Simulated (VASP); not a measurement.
A run of VASP 6.6.1 is set up as follows.

The input INCAR:

```
  ALGO = Normal
  EDIFF = 1E-6
  ENCUT = 520
  GGA = PS
  ISIF = 2
  ISMEAR = -1
  LASPH = T
  LCHARG = F
  LREAL = F
  LWAVE = F
  NBANDS = 60
  NELM = 80
  PREC = Accurate
  SIGMA = 0.05
```

The input KPOINTS:

```
k-points
0
Gamma
  6 6 6
```

File POSCAR:

```
TiO2
1.0
   -2.9389769803      3.2465602849      3.2465582353
    2.9389769803     -3.2465602849      3.2465582353
    2.9389769803      3.2465602849     -3.2465582353
Ti O
4 8
Direct
    0.0000000000      0.5000000000      0.0000000000
    0.0000000000      0.0000000000      0.5000000000
    0.4999734760      0.2499734760      0.2500000000
    0.5000265240      0.7500265240      0.7500000000
    0.6955608318      0.6955518972      0.4999910654
    0.6955608318      0.1955697665      1.0000089346
    0.8044489179      0.7500104467      0.0544384712
    0.1955719755      0.7500104467      0.4455615288
    0.8044280245      0.2499895533      0.5544384712
    0.3044391682      0.8044302335     -0.0000089346
    0.1955510821      0.2499895533      0.9455615288
    0.3044391682      0.3044481028      0.5000089346
```

Potentials or basis: VASP PAW PBE potentials, release 64 (Ti_sv, O).

Launch:

```sh
$ cat potpaw_PBE.64/Ti_sv/POTCAR potpaw_PBE.64/O/POTCAR > POTCAR
$ mpirun -np 1 vasp_std > vasp.out
```

**Question.** Predict the band gap on the k mesh.

**Answer.** 1.84 eV.

**Question.** Predict the largest force.

**Answer.** 0.025 eV/Å.

**Question.** What does it give for the pressure?

**Answer.** 0.7 GPa.

Forces in eV/Å, atoms in the order of the input:
```
Ti   0.000  0.000  0.000
Ti   0.000  0.000  0.000
Ti   0.000  0.000  0.000
Ti   0.000  0.000  0.000
O    0.000  0.000  0.025
O    0.000  0.000  0.025
O    0.000 -0.025  0.000
O    0.000  0.025  0.000
O    0.000 -0.025  0.000
O    0.000  0.000 -0.025
O    0.000  0.025  0.000
O    0.000  0.000 -0.025
```

Caveat: the PAW data sets were made with another functional, which shifts forces and pressure a little. A k mesh can miss the band edges.
